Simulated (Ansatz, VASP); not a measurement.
## Two plane-wave programs on InSb

INCAR

```
SYSTEM = InSb
PREC     = Accurate       ! precision mode
ENCUT    = 520            ! plane-wave cutoff, eV
EDIFF    = 1E-7           ! SCF threshold, eV
ISMEAR   = 0              ! smearing method
SIGMA    = 0.15           ! smearing width, eV
LREAL    = .FALSE.        ! projectors in reciprocal space
LASPH    = .TRUE.         ! aspherical terms in the spheres
NELM     = 80             ! most SCF steps
ALGO     = Normal         ! electronic algorithm
ISIF     = 2              ! what is computed and relaxed
LWAVE    = .FALSE.        ! write WAVECAR
LCHARG   = .FALSE.        ! write CHGCAR
GGA      = PS             ! functional
NBANDS   = 16             ! bands
```

File KPOINTS:

```
regular mesh
0
G
  16 16 16
  0 0 0
```

The input POSCAR:

```
InSb
1.0
    0.0000000000      3.2762287107      3.2599290654
    3.2762287107      0.0000000000      3.2599290654
    3.2762287107      3.2762287107      0.0000000000
In Sb
1 1
Direct
    0.0000000000      0.0000000000      0.0000000000
    0.7500000000      0.7500000000      0.7500000000
```

Input for Ansatz:

```yaml
crystal:
  lattice:
    - [0.0, 3.2762287107, 3.2599290654]
    - [3.2762287107, 0.0, 3.2599290654]
    - [3.2762287107, 3.2762287107, 0.0]
  atoms:
    - { symbol: In, position: [0.0, 0.0, 0.0] }
    - { symbol: Sb, position: [0.75, 0.75, 0.75] }
basis:
  ecutwfc: 420
kpoints:
  mp_grid: { grid: [16, 16, 16] }
hamiltonian:
  xc: pbesol
scf:
  occupations: { method: gaussian, width: 0.15 }
output:
  forces: true
  stress: true
  eigenvalues: true
```

Change from the starting cell: strain +0.0050 x Voigt [1, 1, 0, 0, 0, 0], atoms carried along.

Alike in both runs: task single point; functional PBEsol; k mesh 16 × 16 × 16; occupations gaussian, width 0.15 eV; no spin polarisation.

|  | VASP | Ansatz |
| --- | --- | --- |
| version | VASP 6.6.1 | Ansatz 0.2.0 |
| potentials or method | VASP PAW PBE potentials, release 64 (In_d, Sb), cutoff 520 eV | scalar-relativistic, plane waves, PAW |
| valence electrons in the cell | 18 | 28 |

|  | VASP | Ansatz | Ansatz less VASP |
| --- | --- | --- | --- |
| gap on the k mesh at the Fermi level (eV) | none | none | - |
| pressure (GPa) | -0.4 | -0.4 | -0.01 |
| traceless stress, the component that is largest in VASP (GPa) | 0.09 | 0.09 | 0.000 |

VASP's potentials were made for PBE, not for PBEsol. A gap of «none» marks a metal or a gap that the smearing closes. VASP's potentials hold 18 valence electrons a cell and Ansatz's 28, so a difference there can come from the potentials and not from the codes.

Spin-orbit coupling is off throughout.
